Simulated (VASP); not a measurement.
# MgBe2F4 (Cmme) in VASP: notebook

The runs below take MgBe2F4 through single point, with PBE.

Everything below comes from runs of VASP 6.6.1. Logs are shortened: lines on timing, memory, paths and dates and some standing lists are left out, and cuts for length are marked.

## 1. The cell of the first run

It takes space group Cmme (No. 67, orthorhombic). Conventional cell: a = 5.259 Å, b = 9.237 Å, c = 4.980 Å, α = 90.00°, β = 90.00°, γ = 90.00°. Mg (site symmetry 2/m) has 8 F at 1.96 to 2.49 Å and 6 Be at 2.20 to 2.66 Å and 2 Mg at 2.63 Å within 2.7 Å. Within 1.9 Å of Be (site symmetry mm2) lie 4 F at 1.45 to 1.50 Å. Within 1.8 Å of Be (site symmetry 2/m) lie 4 F at 1.31 to 1.45 Å. F (site symmetry 2/m) has 2 Be at 1.50 Å within 2.0 Å. F (site symmetry m) has 2 Be at 1.45 Å and 2 Mg at 1.96 Å and 2 F at 1.96 Å within 2.0 Å. Within 1.8 Å of F (site symmetry 222) lie 2 Be at 1.31 Å.

The cell was built from a structure type or drawn by symmetry, and may not be a known phase.

## 2. Single point, PBE, collinear spin

INCAR

```
SYSTEM = MgBe2F4
ALGO = Normal
EDIFF = 1E-6
ENCUT = 520
GGA = PE
ISIF = 2
ISMEAR = 0
ISPIN = 2
LASPH = .True.
LCHARG = .True.
LELF = .True.
LORBIT = 11
LREAL = .False.
LVHAR = .True.
LWAVE = .False.
MAGMOM = 0 0 0 0 0 0 1 1 1 1 1 1 1 1
NBANDS = 51
NELM = 150
PREC = Accurate
SIGMA = 0.1
```

KPOINTS

```
k-points
0
Gamma
  4 4 4
  0 0 0
```

POSCAR

```
MgBe2F4
1.0
    2.6296328500     -4.6183582500      0.0000000000
    2.6296328500      4.6183582500      0.0000000000
    0.0000000000      0.0000000000      4.9798116800
Mg Be F
2 4 8
Direct
    0.0000000000      0.5000000000      0.0000000000
    0.5000000000      0.0000000000      0.0000000000
    0.7500000000      0.2500000000      0.3554073800
    0.2500000000      0.7500000000      0.6445926200
    0.0000000000      0.0000000000      0.0000000000
    0.5000000000      0.5000000000      0.0000000000
    0.0000000000      0.5000000000      0.5000000000
    0.5000000000      0.0000000000      0.5000000000
    0.8750000000      0.1250000000      0.1777036900
    0.6250000000      0.3750000000      0.1777036900
    0.1250000000      0.8750000000      0.8222963100
    0.3750000000      0.6250000000      0.8222963100
    0.2500000000      0.2500000000      0.0000000000
    0.7500000000      0.7500000000      0.0000000000
```

Potentials or basis: VASP PAW PBE potentials, release 64 (Mg, Be, F).

On the command line:

```bash
> cat potpaw_PBE.64/Mg/POTCAR potpaw_PBE.64/Be/POTCAR potpaw_PBE.64/F/POTCAR > POTCAR
> mpirun -np 1 vasp_std > vasp.out
```

OUTCAR:

```text
SYSTEM = MgBe2F4
   EDIFF = 1E-6
   ENCUT = 520
   GGA = PE
   ISIF = 2
   ISMEAR = 0
   ISPIN = 2
   LASPH = .True.
   LORBIT = 11
   LREAL = .False.
   NELM = 150
   PREC = Accurate

 ion  position               nearest neighbor table
   1  0.000  0.500  0.000-   9 1.96  10 1.96  11 1.96  12 1.96   3 2.20   4 2.20  13 2.31  14 2.31
                             7 2.49   7 2.49   2 2.63   2 2.63   6 2.66   5 2.66   6 2.66   5 2.66
   2  0.500  0.000  0.000-   9 1.96  10 1.96  11 1.96  12 1.96   3 2.20   4 2.20  13 2.31  14 2.31
                             8 2.49   8 2.49   1 2.63   1 2.63   6 2.66   6 2.66   5 2.66   5 2.66
   3  0.750  0.250  0.355-   9 1.45  10 1.45   7 1.50   8 1.50   1 2.20   2 2.20
   4  0.250  0.750  0.645-  11 1.45  12 1.45   7 1.50   8 1.50   1 2.20   2 2.20
   5  0.000  0.000  0.000-  13 1.31  14 1.31   9 1.45  11 1.45   1 2.66   2 2.66   1 2.66   2 2.66

   6  0.500  0.500  0.000-  13 1.31  14 1.31  10 1.45  12 1.45   1 2.66   2 2.66   2 2.66   1 2.66

   7  0.000  0.500  0.500-   3 1.50   4 1.50   1 2.49   1 2.49
   8  0.500  0.000  0.500-   3 1.50   4 1.50   2 2.49   2 2.49
   9  0.875  0.125  0.178-   3 1.45   5 1.45   1 1.96   2 1.96
  10  0.625  0.375  0.178-   3 1.45   6 1.45   1 1.96   2 1.96
  11  0.125  0.875  0.822-   4 1.45   5 1.45   1 1.96   2 1.96
  12  0.375  0.625  0.822-   4 1.45   6 1.45   1 1.96   2 1.96
  13  0.250  0.250  0.000-   5 1.31   6 1.31   1 2.31   2 2.31
  14  0.750  0.750  0.000-   5 1.31   6 1.31   1 2.31   2 2.31

  LATTYP: Found a base centered orthorhombic cell.
 ALAT       =     5.2592657000
 B/A-ratio  =     1.7562749302
 C/A-ratio  =     0.9468644416

  Lattice vectors:

 A1 = (   2.6296328500,  -4.6183582500,   0.0000000000)
 A2 = (   2.6296328500,   4.6183582500,   0.0000000000)
 A3 = (   0.0000000000,   0.0000000000,   4.9798116800)

Analysis of symmetry for initial positions (statically):
=====================================================================
 Subroutine PRICEL returns:
 Original cell was already a primitive cell.

 Routine SETGRP: Setting up the symmetry group for a
 base centered orthorhombic supercell.

 Subroutine GETGRP returns: Found  8 space group operations
 (whereof  4 operations were pure point group operations)
 out of a pool of  8 trial point group operations.

The static configuration has the point symmetry C_2h.
 The point group associated with its full space group is D_2h.

Analysis of symmetry for dynamics (positions and initial velocities):
=====================================================================
 Subroutine PRICEL returns:
 Original cell was already a primitive cell.

 Routine SETGRP: Setting up the symmetry group for a
 base centered orthorhombic supercell.

 Subroutine GETGRP returns: Found  8 space group operations
 (whereof  4 operations were pure point group operations)
 out of a pool of  8 trial point group operations.

The dynamic configuration has the point symmetry C_2h.
 The point group associated with its full space group is D_2h.

Analysis of structural, dynamic, and magnetic symmetry:
=====================================================================
 Subroutine PRICEL returns:
 Original cell was already a primitive cell.

 Routine SETGRP: Setting up the symmetry group for a
 base centered orthorhombic supercell.

 Subroutine GETGRP returns: Found  8 space group operations
 (whereof  4 operations were pure point group operations)
 out of a pool of  8 trial point group operations.

The overall configuration has the point symmetry C_2h.
 The point group associated with its full space group is D_2h.

 Subroutine INISYM returns: Found  8 space group operations
 (whereof  4 operations are pure point group operations),
 and found     1 'primitive' translations

----------------------------------------------------------------------------------------

                                     Primitive cell

  volume of cell :     120.9555

  direct lattice vectors                    reciprocal lattice vectors
     2.629632850 -4.618358250  0.000000000     0.190140612 -0.108263580  0.000000000
     2.629632850  4.618358250  0.000000000     0.190140612  0.108263580  0.000000000
     0.000000000  0.000000000  4.979811680     0.000000000  0.000000000  0.200810807

[... 109 lines left out ...]
   ISIF   =      2    stress and relaxation
   ISYM   =      2    0-nonsym 1-usesym 2-fastsym
   POTIM  = 0.5000    time-step for ionic-motion
   TEBEG  =    0.0;   TEEND  =   0.0 temperature during run
   PSTRESS=    0.0 pullay stress
   NELECT =      68.0000    total number of electrons
   NUPDOWN=      -1.0000    fix difference up-down
   EMIN   =  10.00;   EMAX   =-10.00  energy-range for DOS
   EFERMI =   0.00;   METHOD = LEGACY
   ISMEAR =     0;   SIGMA  =   0.10  broadening in eV -4-tet -1-fermi 0-gaus
   EFERMI_NEDOS =   21; number of points for ismear=-14 and -15
   IALGO  =     38    algorithm
   IMIX   =      4    mixing-type and parameters
     AMIX     =   0.40;   BMIX     =  1.00
     AMIX_MAG =   1.60;   BMIX_MAG =  1.00
  volume/ion in A,a.u.               =       8.64        58.30
  Fermi-wavevector in a.u.,A,eV,Ry     =   1.351147  2.553298 24.838770  1.825598
  Thomas-Fermi vector in A             =   2.478593
   LORBIT       =     11    0 simple, 1 ext, 2 COOP (PROOUT), +10 PAW based schemes
   GGA     = PE    functional components
   LHFCALC =     F    Hartree Fock is set to
   AEXX    =    0.0000 exact exchange contribution
   IVDW    =     0    specifies the selected vdW correction
   LEPSILON=     F    determine dielectric tensor
   LRPA    =     F    only Hartree local field effects (RPA)
 spin polarized calculation
 Gauss-broadening in eV      SIGMA  =   0.10
  energy-cutoff  :      520.00
  volume of cell :      120.96
 maximum number of plane-waves:      3280
   NGX = 19   NGY = 19   NGZ = 19

 number of electron      67.9999993 magnetization       0.0006311

 number of electron      67.9999993 magnetization      -0.0000035

 Free energy of the ion-electron system (eV)
  ---------------------------------------------------
  ext. energy  EPLUGINS =         0.00000000
  ---------------------------------------------------
  free energy    TOTEN  =       -45.96607803 eV

  energy without entropy =      -45.96377330  energy(sigma->0) =      -45.96492567

 E-fermi :   8.4469     XC(G=0): -10.2550

 val. band max:        8.3879257745   @ k =  -0.2500   0.2500   0.0000
 cond. band min:       8.4631881184   @ k =   0.0000   0.0000   0.0000
 fundamental gap:      0.0752623440
 Fermi energy:         8.4468519246

 spin component 1

 k-point     1 :       0.0000    0.0000    0.0000
  band No.  band energies     occupation
      1     -25.0944      1.00000
      2     -23.8637      1.00000
      3     -23.8340      1.00000
      4     -23.4493      1.00000
      5     -23.3066      1.00000
      6     -22.0713      1.00000
[... 1018 lines left out ...]
     45      14.6568      0.00000
     46      16.9162      0.00000
 Fermi energy:         8.4468519246

 spin component 2

 k-point     1 :       0.0000    0.0000    0.0000
  band No.  band energies     occupation
      1     -25.0944      1.00000
      2     -23.8637      1.00000
      3     -23.8340      1.00000
      4     -23.4492      1.00000
      5     -23.3066      1.00000
      6     -22.0713      1.00000
[... 1018 lines left out ...]
     45      14.6568      0.00000
     46      16.9162      0.00000
 [bands above 46 left out]

------------------------ aborting loop because EDIFF is reached ----------------------------------------

  FORCE on cell =-STRESS in cart. coord.  units (eV):
  Direction    XX          YY          ZZ          XY          YZ          ZX
  --------------------------------------------------------------------------------------
  -------------------------------------------------------------------------------------
  Total       87.3921915     52.6532372     55.6958117      0.0000000      0.0000000      0.0000000
  in kB     1157.5974522    697.4450712    737.7470301      0.0000000      0.0000000      0.0000000
  external PRESSURE =     864.2631845 kB  Pullay stress =       0.0000000 kB

 VOLUME and BASIS-vectors are now :
 -----------------------------------------------------------------------------
  energy-cutoff  :      520.00
  volume of cell :      120.96
      direct lattice vectors                 reciprocal lattice vectors
     2.629632850 -4.618358250  0.000000000     0.190140612 -0.108263580  0.000000000
     2.629632850  4.618358250  0.000000000     0.190140612  0.108263580  0.000000000
     0.000000000  0.000000000  4.979811680     0.000000000  0.000000000  0.200810807

 POSITION                                       TOTAL-FORCE (eV/Angst)
 -----------------------------------------------------------------------------------
      1.31482      2.30918      0.00000        -0.000000     -0.000000      0.000000
      1.31482     -2.30918      0.00000        -0.000000     -0.000000      0.000000
      2.62963     -2.30918      1.76986        -0.000000     -0.000000      5.966341
      2.62963      2.30918      3.20995         0.000000     -0.000000     -5.966341
      0.00000      0.00000      0.00000        -0.000000     -0.000000      0.000000
      2.62963      0.00000      0.00000        -0.000000     -0.000000      0.000000
      1.31482      2.30918      2.48991        -0.000000     -0.000000      0.000000
      1.31482     -2.30918      2.48991        -0.000000     -0.000000      0.000000
      2.62963     -3.46377      0.88493        -0.000000      2.410440      5.247378
      2.62963     -1.15459      0.88493        -0.000000     -2.410440      5.247378
      2.62963      3.46377      4.09488        -0.000000     -2.410440     -5.247378
      2.62963      1.15459      4.09488        -0.000000      2.410440     -5.247378
      1.31482      0.00000      0.00000        -0.000000     -0.000000      0.000000
      3.94445      0.00000      0.00000        -0.000000      0.000000      0.000000
 -----------------------------------------------------------------------------------
    total drift:                               -0.000000     -0.000000     -0.000000

  FREE ENERGIE OF THE ION-ELECTRON SYSTEM (eV)
  ---------------------------------------------------
  free  energy   TOTEN  =       -45.9660780339 eV

  energy  without entropy=      -45.9637733012  energy(sigma->0) =      -45.96492567

 total charge

# of ion       s       p       d       tot
------------------------------------------
    1        0.249   0.218   0.077   0.544
    2        0.249   0.218   0.077   0.544
    3        0.520   1.102   0.000   1.622
    4        0.520   1.102   0.000   1.622
    5        0.646   1.541   0.000   2.187
    6        0.646   1.541   0.000   2.187
    7        1.752   4.485   0.000   6.238
    8        1.752   4.485   0.000   6.238
    9        1.763   4.581   0.000   6.344
   10        1.763   4.581   0.000   6.344
   11        1.763   4.581   0.000   6.344
   12        1.763   4.581   0.000   6.344
   13        1.778   4.664   0.000   6.442
   14        1.778   4.664   0.000   6.442
--------------------------------------------------
tot         16.944  42.342   0.154  59.441

 magnetization (x)

# of ion       s       p       d       tot
------------------------------------------
    1        0.000   0.000   0.000   0.000
    2        0.000   0.000   0.000   0.000
    3       -0.000  -0.000   0.000  -0.000
    4       -0.000  -0.000   0.000  -0.000
    5       -0.000  -0.000   0.000  -0.000
    6       -0.000  -0.000   0.000  -0.000
    7       -0.000  -0.000   0.000  -0.000
    8       -0.000  -0.000   0.000  -0.000
    9       -0.000  -0.000   0.000  -0.000
   10       -0.000  -0.000   0.000  -0.000
   11       -0.000  -0.000   0.000  -0.000
   12       -0.000  -0.000   0.000  -0.000
   13       -0.000  -0.000   0.000  -0.000
   14       -0.000  -0.000   0.000  -0.000
--------------------------------------------------
tot         -0.000  -0.000   0.000  -0.000
```

Run time: 4.4 min. Hardware: 1 thread of Intel Xeon Platinum 8375C at 2.90GHz (Ice Lake), shared host; peak memory 0.4 GiB.

What came out:

```
Free energy                                           : -45.9661 eV
Pressure                                              : 86.4 GPa
Largest force                                         : 5.966 eV/Å
Band gap on the k mesh                                : zero (filled and empty bands overlap)
Net moment                                            : 0.00 μB per cell
Valence electrons inside the program's atomic spheres : Mg 0.54; Be 1.62, 2.19 (each value once); F 6.24, 6.34, 6.44 (each value once)
```

Forces on the atoms (eV/Å):
```
Mg   0.000  0.000  0.000
Mg   0.000  0.000  0.000
Be   0.000  0.000  5.966
Be   0.000  0.000 -5.966
Be   0.000  0.000  0.000
Be   0.000  0.000  0.000
F    0.000  0.000  0.000
F    0.000  0.000  0.000
F    0.000  2.410  5.247
F    0.000 -2.410  5.247
F    0.000 -2.410 -5.247
F    0.000  2.410 -5.247
F    0.000  0.000  0.000
F    0.000  0.000  0.000
```

Levels at points of the mesh, in eV from the Fermi level:
Spin up:
```csv
k point,band 32,band 33,band 34,band 35,band 36,band 37
"(0.00, 0.00, 0.00)",-9.55,-3.25,0.02,1.43,1.62,2.22
"(0.50, 0.00, 0.00)",-9.72,-1.41,-1.41,0.97,0.97,3.16
"(0.50, 0.50, 0.00)",-9.17,-1.88,-0.17,-0.16,1.27,2.25
"(0.00, 0.00, 0.50)",-9.28,-1.53,-1.11,1.28,1.59,2.93
"(0.50, 0.00, 0.50)",-9.52,-0.75,-0.75,1.09,1.09,3.01
"(0.50, 0.50, 0.50)",-9.60,-0.94,-0.68,0.84,1.26,2.38
```
Spin down:
| k point | band 31 | band 32 | band 33 | band 34 | band 35 | band 36 | band 37 | band 38 |
| --- | --- | --- | --- | --- | --- | --- | --- | --- |
| (0.00, 0.00, 0.00) | -9.67 | -9.55 | -3.25 | 0.02 | 1.43 | 1.62 | 2.22 | 2.84 |
| (0.50, 0.00, 0.00) | -9.72 | -9.72 | -1.41 | -1.41 | 0.97 | 0.97 | 3.16 | 3.16 |
| (0.50, 0.50, 0.00) | -9.50 | -9.17 | -1.88 | -0.17 | -0.16 | 1.27 | 2.25 | 2.73 |
| (0.00, 0.00, 0.50) | -9.53 | -9.28 | -1.53 | -1.11 | 1.28 | 1.59 | 2.93 | 4.15 |
| (0.50, 0.00, 0.50) | -9.52 | -9.52 | -0.75 | -0.75 | 1.09 | 1.09 | 3.01 | 3.01 |
| (0.50, 0.50, 0.50) | -9.61 | -9.60 | -0.94 | -0.68 | 0.84 | 1.26 | 2.38 | 3.64 |

Caveat: the cell stands under pressure; forces of over 1 eV/Å act on the atoms, so gaps and moduli don't describe the material at rest.

## 3. Single point, PBE

This run uses another cell than the first one, of 13.67 Å³/atom.

INCAR

```
SYSTEM = MgBe2F4
PREC = Accurate
ENCUT = 520
EDIFF = 1E-6
ISMEAR = 0
SIGMA = 0.02
LREAL = .False.
LASPH = .True.
NELM = 100
ALGO = Normal
ISIF = 2
LWAVE = .False.
LCHARG = .True.
GGA = PE
LELF = .True.
LVHAR = .True.
NBANDS = 47
```

KPOINTS

```
Automatic mesh
0
Gamma
  8 8 6
  0 0 0
```

POSCAR

```
MgBe2F4
1.0
    3.0428770262     -4.7957071031      0.0000000000
    3.0428770262      4.7957071031      0.0000000000
    0.0000000000      0.0000000000      6.5574810767
Mg Be F
2 4 8
Direct
    0.0000000000      0.5000000000      0.0000000000
    0.5000000000      0.0000000000      0.0000000000
    0.7500000000      0.2500000000      0.3991771708
    0.2500000000      0.7500000000      0.6008228292
    0.0000000000      0.0000000000      0.0000000000
    0.5000000000      0.5000000000      0.0000000000
    0.0000000000      0.5000000000      0.5000000000
    0.5000000000      0.0000000000      0.5000000000
    0.8851132191      0.1148867809      0.2576633804
    0.6148867809      0.3851132191      0.2576633804
    0.1148867809      0.8851132191      0.7423366196
    0.3851132191      0.6148867809      0.7423366196
    0.2500000000      0.2500000000      0.0000000000
    0.7500000000      0.7500000000      0.0000000000
```

Potentials or basis: VASP PAW PBE potentials, release 64 (Mg, Be, F).

On the command line:

```bash
> cat potpaw_PBE.64/Mg/POTCAR potpaw_PBE.64/Be/POTCAR potpaw_PBE.64/F/POTCAR > POTCAR
> mpirun -np 1 vasp_std > vasp.out
```

Wall time 15 min (1 thread of Intel Xeon Platinum 8559C (Emerald Rapids), shared host); peak memory 0.65 GiB.

It converged, with:

| Property | Result |
| --- | --- |
| Free energy | -63.7593 eV |
| Pressure | -0.1 GPa |
| Largest force | 0.058 eV/Å |
| Band gap on the k mesh | 0.43 eV |

Forces in eV/Å, atoms in the order of the input:
```
Mg   0.000  0.000  0.000
Mg   0.000  0.000  0.000
Be   0.000  0.000  0.058
Be   0.000  0.000 -0.058
Be   0.000  0.000  0.000
Be   0.000  0.000  0.000
F    0.000  0.000  0.000
F    0.000  0.000  0.000
F    0.000 -0.032 -0.038
F    0.000  0.032 -0.038
F    0.000  0.032  0.038
F    0.000 -0.032  0.038
F    0.000  0.000  0.000
F    0.000  0.000  0.000
```

Levels at points of the mesh, in eV from the valence-band top:
```tsv
k point	band 32	band 33	band 34	band 35	band 36	band 37
(0.00, 0.00, 0.00)	-6.00	-2.80	-0.84	1.80	2.67	2.94
(0.50, 0.00, 0.00)	-6.04	-1.52	-1.52	1.35	1.35	3.43
(0.50, 0.50, 0.00)	-5.90	-1.74	0.00	0.43	1.07	1.87
(0.00, 0.00, 0.50)	-5.86	-2.42	-0.92	1.49	1.81	2.87
(0.50, 0.00, 0.50)	-6.07	-1.39	-1.39	1.41	1.41	2.66
(0.50, 0.50, 0.50)	-5.93	-1.55	-0.13	0.51	1.14	1.98
```

A k mesh can miss the band edges.
